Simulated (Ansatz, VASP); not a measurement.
Fe in VASP and in Ansatz

```
Fe
1.0
     2.34745    0.00000    0.00000
     0.00000    2.34745    0.00000
     0.00000    0.00000    2.34745
Fe
1
Direct
  0.00000 0.00000 0.00000
```

Alike in both runs: task single point; functional RPBE; k mesh 15 × 15 × 15; occupations fermi-dirac, width 0.1 eV; no spin polarisation.

```csv
,VASP,Ansatz
version,VASP 6.6.1,Ansatz 0.2.0
potentials or method,"VASP PAW PBE potentials, release 64 (Fe), cutoff 520 eV","plane waves (420 eV) with PAW, scalar-relativistic"
valence electrons in the cell,8,16
```

Ansatz gave:

| Item | Value |
| --- | --- |
| pressure (GPa) | -12.3 |

Task: Which values does VASP return?

Result: Pressure (GPa): -12.7.

VASP's potentials were made for PBE, not for RPBE. VASP's potentials hold 8 valence electrons a cell and Ansatz's 16, so a difference there can come from the potentials and not from the codes.
